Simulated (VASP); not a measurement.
Write the native input for VASP 6.6.1 that does the following.

| Property | Result |
| --- | --- |
| Task | single point |
| Functional | PBEsol |
| Potentials or basis | VASP PAW PBE potentials, release 64 (Be, Se, S) |
| Cutoff | 520 eV |
| k mesh | 4 × 3 × 2 |
| Occupations | methfessel-paxton, width 0.05 eV |
| Spin | no spin polarisation |
| Dipole correction | no |
| Further INCAR settings | ALGO = Normal; EDIFF = 1e-06; NBANDS = 26 |

The structure of Be4Se3S (an interface model) lies in POSCAR:

```
Be4Se3S
1.0
    2.4189980000     -2.4189980000      0.0000000000
    0.0000000000      0.0000000000      4.8379970000
   -5.2197040000     -5.2197040000      0.0000000000
Be Se S
4 3 1
Direct
    0.9749730000      0.9931980000      0.9984800000
    0.0573960000      0.0032880000      0.4812360000
    0.4363760000      0.4976490000      0.7562650000
    0.4988460000      0.4632630000      0.2516650000
    0.9859710000      0.2622630000      0.7339270000
    0.9461560000      0.2534470000      0.2252950000
    0.5043580000      0.7092140000      0.4670800000
    0.5297180000      0.7562020000      0.9940370000
```

One way to write it, as run:

INCAR

```
SYSTEM = Be4Se3S
PREC     = Accurate       ! precision mode
ENCUT    = 520            ! plane-wave cutoff, eV
EDIFF    = 1E-6           ! SCF threshold, eV
ISMEAR   = 1              ! smearing method
SIGMA    = 0.05           ! smearing width, eV
LREAL    = .False.        ! projectors in reciprocal space
LASPH    = .True.         ! aspherical terms in the spheres
NELM     = 60             ! most SCF steps
ALGO     = Normal         ! electronic algorithm
ISIF     = 2              ! what is computed and relaxed
LWAVE    = .False.        ! write WAVECAR
LCHARG   = .False.        ! write CHGCAR
GGA      = PS             ! functional
NBANDS   = 26             ! bands
```

KPOINTS

```
Automatic mesh
0
Gamma
  4 3 2
  0 0 0
```

Potentials or basis: VASP PAW PBE potentials, release 64 (Be, Se, S).

Run with:

```console
$ cat potpaw_PBE.64/Be/POTCAR potpaw_PBE.64/Se/POTCAR potpaw_PBE.64/S/POTCAR > POTCAR
$ mpirun -np 1 vasp_std > vasp.out
```

Results of the run:

* Pressure: 11.0 GPa
* Largest force: 4.857 eV/Å
* Band gap on the k mesh: 1.70 eV, indirect (least direct gap 1.78 eV)

Caveat: the k points lie up to 0.46 Å⁻¹ apart; the PAW data sets were made with another functional, which shifts forces and pressure a little.

Run time: 49 s on 1 thread of Intel(R) Xeon(R) Platinum 8488C (Sapphire Rapids), on a shared host, peak memory 0.23 GiB.
